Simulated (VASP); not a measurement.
# SnO2 (R-3m) in VASP: further runs, part 2 of 2

VASP 6.6.1. Earlier steps stand in the parts before.

### Step 3. Relaxation of cell and atoms, PBEsol

This run uses another cell than the first one, of 14.50 Å³/atom, 1.103 times its volume.

File INCAR:

```
PREC     = Accurate       # precision mode
ENCUT    = 600            # plane-wave cutoff, eV
EDIFF    = 1E-7           # SCF threshold, eV
ISMEAR   = 0              # smearing method
SIGMA    = 0.01           # smearing width, eV
LREAL    = False          # projectors in reciprocal space
LASPH    = True           # aspherical terms in the spheres
NELM     = 80             # most SCF steps
ALGO     = Normal         # electronic algorithm
ISIF     = 3              # what is computed and relaxed
LWAVE    = False          # write WAVECAR
LCHARG   = False          # write CHGCAR
GGA      = PS             # functional
IBRION   = 2              # ionic algorithm
NSW      = 80             # ionic steps
EDIFFG   = -0.05          # ionic threshold
```

File KPOINTS:

```
regular mesh
0
Gamma
  6 6 6
```

File POSCAR:

```
SnO2
1.0
    1.6170930000      0.9336290000      4.8005930000
   -1.6170930000      0.9336290000      4.8005930000
    0.0000000000     -1.8672580000      4.8005930000
Sn O
1 2
Direct
    0.5000000000      0.5000000000      0.5000000000
    0.2371700000      0.2371700000      0.2371700000
    0.7628300000      0.7628300000      0.7628300000
```

Potentials or basis: VASP PAW PBE potentials, release 64 (Sn_d, O).

The run is started by

```
$ cat potpaw_PBE.64/Sn_d/POTCAR potpaw_PBE.64/O/POTCAR > POTCAR
$ mpirun -np 1 vasp_std > vasp.out
```

OUTCAR:

```text
PREC = Accurate
   ENCUT = 600
   EDIFF = 1E-7
   ISMEAR = 0
   LREAL = False
   LASPH = True
   NELM = 80
   ISIF = 3
   GGA = PS
   IBRION = 2
   NSW = 80
   EDIFFG = -0.05

 ion  position               nearest neighbor table
   1  0.500  0.500  0.500-   2 2.13   3 2.13   2 2.13   2 2.13   3 2.13   3 2.13
   2  0.237  0.237  0.237-   1 2.13   1 2.13   1 2.13
   3  0.763  0.763  0.763-   1 2.13   1 2.13   1 2.13

  LATTYP: Found a trigonal (rhomboedric) cell.
 ALAT       =     5.1509558367
 COS(alpha) =     0.8028828836

  Lattice vectors:

 A1 = (   1.6170930000,   0.9336290000,   4.8005930000)
 A2 = (  -1.6170930000,   0.9336290000,   4.8005930000)
 A3 = (   0.0000000000,  -1.8672580000,   4.8005930000)

Analysis of symmetry for initial positions (statically):
=====================================================================
 Subroutine PRICEL returns:
 Original cell was already a primitive cell.

 Routine SETGRP: Setting up the symmetry group for a
 trigonal (rhombohedral) supercell.

 Subroutine GETGRP returns: Found 12 space group operations
 (whereof 12 operations were pure point group operations)
 out of a pool of 12 trial point group operations.

The static configuration has the point symmetry D_3d.

[... 270 lines left out ...]

  energy  without entropy=      -19.3206830371  energy(sigma->0) =      -19.32068304

[... ionic steps 4 to 12 ...]

--------------------------------------- Ionic step       13  -------------------------------------------

 number of electron      26.0000002 magnetization

------------------------ aborting loop because EDIFF is reached ----------------------------------------
[... 69 lines left out ...]
--------------------------------------- Ionic step       15  -------------------------------------------

 number of electron      26.0000001 magnetization

 Free energy of the ion-electron system (eV)
  ---------------------------------------------------
  ext. energy  EPLUGINS =         0.00000000
  ---------------------------------------------------
  free energy    TOTEN  =       -19.33706670 eV

  energy without entropy =      -19.33706670  energy(sigma->0) =      -19.33706670

 E-fermi :   4.9096     XC(G=0): -11.0196

 val. band max:        4.7723237203   @ k =   0.0000   0.0000   0.0000
 cond. band min:       6.3900485688   @ k =   0.0000   0.0000   0.0000
 fundamental gap:      1.6177248485
 Fermi energy:         4.9095838184

 k-point     1 :       0.0000    0.0000    0.0000
  band No.  band energies     occupation
      1     -15.3645      2.00000
      2     -15.0824      2.00000
      3     -15.0824      2.00000
      4     -14.8743      2.00000
      5     -14.8743      2.00000
      6     -13.5180      2.00000
[... 457 lines left out ...]
      4     -14.8835      2.00000
      5     -14.7926      2.00000
      6     -11.9545      2.00000
[... 9 lines left out ...]
     16      14.8424      0.00000
     17      15.6951      0.00000

 [... further k-points ...]

------------------------ aborting loop because EDIFF is reached ----------------------------------------

  FORCE on cell =-STRESS in cart. coord.  units (eV):
  Direction    XX          YY          ZZ          XY          YZ          ZX
  --------------------------------------------------------------------------------------
  -------------------------------------------------------------------------------------
  Total       -0.0175617     -0.0175617      0.0294581      0.0000000      0.0000000      0.0000000
  in kB       -0.7278647     -0.7278645      1.2209261      0.0000000      0.0000000      0.0000000
  external PRESSURE =      -0.0782677 kB  Pullay stress =       0.0000000 kB
[... 18 lines left out ...]
  FREE ENERGIE OF THE ION-ELECTRON SYSTEM (eV)
  ---------------------------------------------------
  free  energy   TOTEN  =       -19.3370666971 eV

  energy  without entropy=      -19.3370666971  energy(sigma->0) =      -19.33706670

 reached required accuracy - stopping structural energy minimisation
```

Run time: 4.3 min. Hardware: 1 thread of Intel Xeon 6975P-C (Granite Rapids), shared host; peak memory 0.29 GiB.

Results:

```yaml
Free_energy: -19.3371 eV
Relaxed_volume: 12.89 Å³/atom
Relaxed_cell: a = 4.685 Å, b = 4.685 Å, c = 4.685 Å, α = 40.22°, β = 40.22°, γ = 40.22°
Space_group_after_relaxing_to_0.05_Å: R-3m (No. 166)
Energy_gained_by_relaxing: 12.2 meV/atom
Ionic_steps: 15
Pressure_after_relaxing: 0.0 GPa
Largest_force_after_relaxing: 0.009 eV/Å
Band_gap_on_the_k_mesh: 1.62 eV, direct
```

Forces in eV/Å, atoms in the order of the input:
```
Sn   0.000  0.000  0.000
O    0.000  0.000 -0.009
O    0.000  0.000  0.009
```

Stress tensor (GPa, compression positive):
```
-0.07  0.00  0.00
 0.00 -0.07  0.00
 0.00  0.00  0.12
```

Step by step:
```csv
step,energy change (eV),largest force (eV/Å),pressure (GPa),volume (Å³)
1,0.0000,0.3481,-4.71,43.49
2,0.0183,0.5960,7.07,40.86
3,-0.0204,0.0241,-0.17,42.35
4,-0.0204,0.0320,-0.07,42.32
5,-0.0211,0.0486,-0.09,42.24
6,-0.0229,0.0982,-0.14,41.98
7,-0.0241,0.1966,-0.21,41.45
8,-0.0245,0.1938,-0.23,41.39
9,-0.0256,0.1851,-0.31,41.24
10,-0.0277,0.1679,-0.44,40.92
11,-0.0313,0.1342,-0.66,40.29
12,-0.0347,0.0639,-0.80,39.01
13,-0.0360,0.0936,0.82,38.53
14,-0.0361,0.0867,0.45,38.64
15,-0.0367,0.0091,-0.01,38.66
```

Final structure:
```
Sn O
1.0
     1.61094    0.93008    4.30009
    -1.61094    0.93008    4.30009
     0.00000   -1.86015    4.30009
Sn O
1 2
Direct
  0.50000 0.50000 0.50000
  0.24307 0.24307 0.24307
  0.75693 0.75693 0.75693
```

Caveat: the PAW data sets were made with another functional, which shifts forces and pressure a little; spin-orbit coupling is left out, which moves the levels of the heavy elements; the relaxation stopped at a loose force limit of 0.05 eV/Å, so its end isn't a converged minimum. Expect the measured gap to be larger: semilocal functionals such as PBEsol lack the derivative discontinuity.
